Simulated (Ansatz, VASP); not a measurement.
## Mg4Se: VASP beside Ansatz

```
CELL_PARAMETERS angstrom
5.11288 0.00000 0.00000
0.00000 5.11288 0.00000
0.00000 0.00000 5.11288
ATOMIC_POSITIONS crystal
Mg 0.29012 0.29012 0.29012
Mg 0.70988 0.70988 0.29012
Mg 0.29012 0.70988 0.70988
Mg 0.70988 0.29012 0.70988
Se 0.00000 0.00000 0.00000
```

Change from the starting cell: species swapped into the SnI4 type (P-43m, No. 215).

Alike in both runs: task relaxation of cell and atoms; functional PBE; k mesh 8 × 8 × 8; occupations gaussian, width 0.1 eV; no spin polarisation.

|  | VASP | Ansatz |
| --- | --- | --- |
| version | VASP 6.6.1 | Ansatz 0.2.0 |
| potentials or method | VASP PAW PBE potentials, release 64 (Mg, Se), cutoff 600 eV | scalar-relativistic, plane waves, PAW |
| valence electrons in the cell | 14 | 56 |

VASP gave:

```
gap on the k mesh at the Fermi level, each at its own relaxed structure (eV) : none
relaxed volume (Å³/atom)                                                     : 26.58
relaxed length of the cell vector where the two differ most in proportion (Å)              : 5.103
```

Q: What did Ansatz give for the same quantities?

A: gap on the k mesh at the Fermi level, each at its own relaxed structure (eV): none; relaxed volume (Å³/atom): 26.66; relaxed length of the cell vector where the two differ most in proportion (Å): 5.108.

A gap of «none» marks a metal or a gap that the smearing closes. VASP's potentials hold 14 valence electrons a cell and Ansatz's 56, so a difference there can come from the potentials and not from the codes.
